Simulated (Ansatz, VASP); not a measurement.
**Tl: VASP beside Ansatz**

```
Tl
1.0
     0.00000    2.41996    2.41996
     2.41996    0.00000    2.41996
     2.41996    2.41996    0.00000
Tl
1
Direct
  0.00000 0.00000 0.00000
```

Alike in both runs: functional PBEsol; k mesh 14 × 14 × 14; occupations gaussian, width 0.1 eV; no spin polarisation.

Ansatz relaxed the structure, and its values are those at the end. VASP's run is a single point on that final structure, the one shown.

```csv
,VASP,Ansatz
version,VASP 6.6.1,Ansatz 0.2.0
potentials or method,"VASP PAW PBE potentials, release 64 (Tl_d), cutoff 500 eV","scalar-relativistic, plane waves, PAW"
valence electrons in the cell,13,13
```

```tsv
	VASP	Ansatz	Ansatz less VASP
gap on the k mesh at the Fermi level (eV)	none	none	-
pressure (GPa)	0.0	0.0	+0.03
```

VASP's potentials were made for PBE, not for PBEsol. A gap of «none» marks a metal or a gap that the smearing closes.

Spin-orbit coupling is off throughout.
